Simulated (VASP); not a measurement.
## Ba: single point with PBE

Crystal: Ba.

```xyz
3
Lattice="7.3411 0.0000 0.0000 -3.6705 6.3576 0.0000 0.0000 0.0000 3.8437" Properties=species:S:1:pos:R:3 pbc="T T T"
Ba   -2.5737    4.4577    0.0000
Ba    1.0969    1.8999    0.0000
Ba    5.1473    0.0000    0.0000
```

This cell differs from its parent crystal: Sr replaced by Ba, lengths x 1.062, strained.

| Property | Result |
| --- | --- |
| Program | VASP 6.6.1 |
| Task | single point |
| Functional | PBE |
| Potentials or basis | VASP PAW PBE potentials, release 64 (Ba_sv) |
| Cutoff | 520 eV |
| k mesh | 3 × 3 × 6 |
| Occupations | gaussian, width 0.1 eV |
| Spin | no spin polarisation |
| Dipole correction | no |
| Further INCAR settings | ALGO = Fast; EDIFF = 1e-07; NBANDS = 22 |

```yaml
Pressure: 0.6 GPa
Largest_force: 0.600 eV/Å
Band_gap_on_the_k_mesh: zero (bands 15 and 16 overlap by 0.62 eV)
```

Forces in eV/Å, atoms in the order of the input:
```
Ba   0.300 -0.520  0.000
Ba   0.300  0.520  0.000
Ba  -0.600  0.000  0.000
```

Stress tensor (GPa, compression positive):
```
0.50 0.00 0.00
0.00 0.50 0.00
0.00 0.00 0.70
```

Levels at points of the mesh, in eV from the Fermi level:
```
           k point  band 11  band 12  band 13  band 14  band 15  band 16  band 17  band 18  band 19  band 20
(0.00, 0.00, 0.00)   -13.72   -13.72    -2.66     0.00     0.32     0.32     0.44     0.53     0.53     0.61
(0.00, 0.00, 0.50)   -13.78   -13.78    -0.68    -0.65    -0.18    -0.18     0.42     0.87     1.81     1.92
```

Run time: 2.4 min on 1 thread of Oxide Virtual Turin-like Processor, on a shared host, peak memory 0.25 GiB.

Caveat: the cell differs from its parent crystal (Sr replaced by Ba, lengths x 1.062, strained); spin-orbit coupling is left out, which moves the levels of the heavy elements.
